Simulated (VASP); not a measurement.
# Cd3Re (Pm-3m) in VASP: further runs, part 2 of 2

VASP 6.6.1. The steps go on from the part before.

### 3 Relaxation of cell and atoms, LDA

This run uses another cell than the first one, of 19.70 Å³/atom.

INCAR

```
ALGO = Normal
EDIFF = 1E-7
EDIFFG = -0.01
ENCUT = 600
GGA = CA
GGA_COMPAT = False
IBRION = 2
ISIF = 3
ISMEAR = -1
LASPH = True
LCHARG = False
LREAL = False
LWAVE = False
NELM = 120
NELMIN = 4
NSW = 60
PREC = Accurate
SIGMA = 0.05
```

KPOINTS

```
k-points
0
Gamma
  4 4 4
```

POSCAR

```
Cd3Re
1.0
    4.2875000000      0.0000000000      0.0000000000
    0.0000000000      4.2875000000      0.0000000000
    0.0000000000      0.0000000000      4.2875000000
Cd Re
3 1
Direct
    0.0000000000      0.0000000000      0.0000000000
    0.0000000000      0.5000000000      0.5000000000
    0.5000000000      0.0000000000      0.5000000000
    0.5000000000      0.5000000000      0.0000000000
```

Potentials or basis: VASP PAW LDA potentials, release 64 (Cd, Re).

Command:

```console
> cat potpaw_LDA.64/Cd/POTCAR potpaw_LDA.64/Re/POTCAR > POTCAR
> mpirun -np 1 vasp_std > vasp.out
```

OUTCAR:

```text
EDIFF = 1E-7
   EDIFFG = -0.01
   ENCUT = 600
   GGA = CA
   IBRION = 2
   ISIF = 3
   ISMEAR = -1
   LASPH = True
   LREAL = False
   NELM = 120
   NELMIN = 4
   NSW = 60
   PREC = Accurate

 ion  position               nearest neighbor table
   1  0.000  0.000  0.000-   2 3.03   3 3.03   4 3.03   2 3.03   3 3.03   2 3.03   4 3.03   2 3.03
                             3 3.03   4 3.03   3 3.03   4 3.03
   2  0.000  0.500  0.500-   1 3.03   3 3.03   4 3.03   1 3.03   4 3.03   1 3.03   3 3.03   1 3.03
                             3 3.03   4 3.03   4 3.03   3 3.03
   3  0.500  0.000  0.500-   1 3.03   2 3.03   4 3.03   1 3.03   4 3.03   2 3.03   4 3.03   4 3.03
                             1 3.03   2 3.03   1 3.03   2 3.03
   4  0.500  0.500  0.000-   1 3.03   2 3.03   3 3.03   2 3.03   3 3.03   1 3.03   3 3.03   3 3.03
                             1 3.03   2 3.03   2 3.03   1 3.03

  LATTYP: Found a simple cubic cell.
 ALAT       =     4.2875000000

  Lattice vectors:

 A1 = (   4.2875000000,   0.0000000000,   0.0000000000)
 A2 = (   0.0000000000,   4.2875000000,   0.0000000000)
 A3 = (   0.0000000000,   0.0000000000,   4.2875000000)

Analysis of symmetry for initial positions (statically):
=====================================================================
 Subroutine PRICEL returns:
 Original cell was already a primitive cell.

 Routine SETGRP: Setting up the symmetry group for a
 simple cubic supercell.

 Subroutine GETGRP returns: Found 48 space group operations
 (whereof 16 operations were pure point group operations)
 out of a pool of 48 trial point group operations.

[... 161 lines left out ...]
  -------------------------------------------------------------------------------------
  Total       -6.8583331     -6.8583331     -6.8583331      0.0000000     -0.0000000      0.0000000
  in kB     -139.4173289   -139.4173289   -139.4173289      0.0000000     -0.0000000      0.0000000
  external PRESSURE =    -139.4173289 kB  Pullay stress =       0.0000000 kB
[... 25 lines left out ...]
--------------------------------------- Ionic step        2  -------------------------------------------

 number of electron      42.9999987 magnetization

 E-fermi :   5.9608     XC(G=0): -13.4344

 val. band max:        5.9547792301   @ k =   0.5000   0.2500   0.2500
 cond. band min:       5.9934727467   @ k =   0.5000   0.5000   0.2500
 fundamental gap:      0.0386935166
 Fermi energy:         5.9607679181

 k-point     1 :       0.0000    0.0000    0.0000
  band No.  band energies     occupation
      1      -5.5950      2.00000
      2      -5.0774      2.00000
      3      -5.0774      2.00000
      4      -5.0774      2.00000
      5      -5.0658      2.00000
      6      -4.7363      2.00000
[... 344 lines left out ...]
--------------------------------------- Ionic step        4  -------------------------------------------

 number of electron      42.9999981 magnetization

 Free energy of the ion-electron system (eV)
  ---------------------------------------------------
  ext. energy  EPLUGINS =         0.00000000
  ---------------------------------------------------
  free energy    TOTEN  =       -16.19532727 eV

  energy without entropy =      -16.15999329  energy(sigma->0) =      -16.17766028

 E-fermi :   4.5931     XC(G=0): -12.7010

 val. band max:        4.5925629110   @ k =   0.5000   0.2500   0.2500
 cond. band min:       4.6340711717   @ k =   0.5000   0.0000   0.0000
 fundamental gap:      0.0415082607
 Fermi energy:         4.5931039266

 k-point     1 :       0.0000    0.0000    0.0000
  band No.  band energies     occupation
      1      -5.9310      2.00000
      2      -5.5725      2.00000
      3      -5.5725      2.00000
      4      -5.5725      2.00000
      5      -5.3366      2.00000
      6      -5.2393      2.00000
[... 300 lines left out ...]
  FREE ENERGIE OF THE ION-ELECTRON SYSTEM (eV)
  ---------------------------------------------------
  free  energy   TOTEN  =       -16.1953272734 eV

  energy  without entropy=      -16.1599932877  energy(sigma->0) =      -16.17766028

 reached required accuracy - stopping structural energy minimisation
```

CONTCAR:

```text
Cd3Re
   1.00000000000000
     4.1040651436472597    0.0000000000000000    0.0000000000000000
     0.0000000000000000    4.1040651436472597    0.0000000000000000
    -0.0000000000000000   -0.0000000000000000    4.1040651436472597
  Cd              Re
     3     1
Direct
     0.0000000000000000    0.0000000000000000    0.0000000000000000
     0.0000000000000000    0.5000000000000000    0.5000000000000000
     0.5000000000000000    0.0000000000000000    0.5000000000000000
     0.5000000000000000    0.5000000000000000    0.0000000000000000

  0.00000000E+00  0.00000000E+00  0.00000000E+00
  0.00000000E+00  0.00000000E+00  0.00000000E+00
  0.00000000E+00  0.00000000E+00  0.00000000E+00
  0.00000000E+00  0.00000000E+00  0.00000000E+00
```

Run time: 2 min. Hardware: 1 thread of Intel Xeon 8259CL, shared host; peak memory 0.2 GiB.

What came out:

| Quantity | Value |
| --- | --- |
| Free energy | -16.1953 eV |
| Relaxed volume | 17.28 Å³/atom |
| Relaxed cell | a = 4.104 Å, b = 4.104 Å, c = 4.104 Å, α = 90.00°, β = 90.00°, γ = 90.00° |
| Space group after relaxing (to 0.1 Å) | Pm-3m (No. 221) |
| Energy gained by relaxing | 121.8 meV/atom |
| Ionic steps | 4 |
| Pressure after relaxing | -0.1 GPa |
| Band gap on the k mesh | zero (an odd number of electrons rules out a gap without spin polarisation) |

Step by step:
```tsv
step	energy change (eV)	largest force (eV/Å)	pressure (GPa)	volume (Å³)
1	0.0000	0.0000	-13.94	78.82
2	0.1148	0.0000	26.65	60.83
3	-0.4869	0.0000	-0.47	69.31
4	-0.4872	0.0000	-0.09	69.13
```

Final structure:
```yaml
crystal:
  lattice:
    - [4.10407, 0.00000, 0.00000]
    - [0.00000, 4.10407, 0.00000]
    - [0.00000, 0.00000, 4.10407]
  atoms:
    - { symbol: Cd, position: [0.00000, 0.00000, 0.00000] }
    - { symbol: Cd, position: [0.00000, 0.50000, 0.50000] }
    - { symbol: Cd, position: [0.50000, 0.00000, 0.50000] }
    - { symbol: Re, position: [0.50000, 0.50000, 0.00000] }
```

Caveat: the k points lie up to 0.38 Å⁻¹ apart in the final cell, too coarse for converged energies and pressures of a metal; spin-orbit coupling is left out, which moves the levels of the heavy elements.

The gap in the log of VASP goes by the Fermi energy; the results here count the filled bands.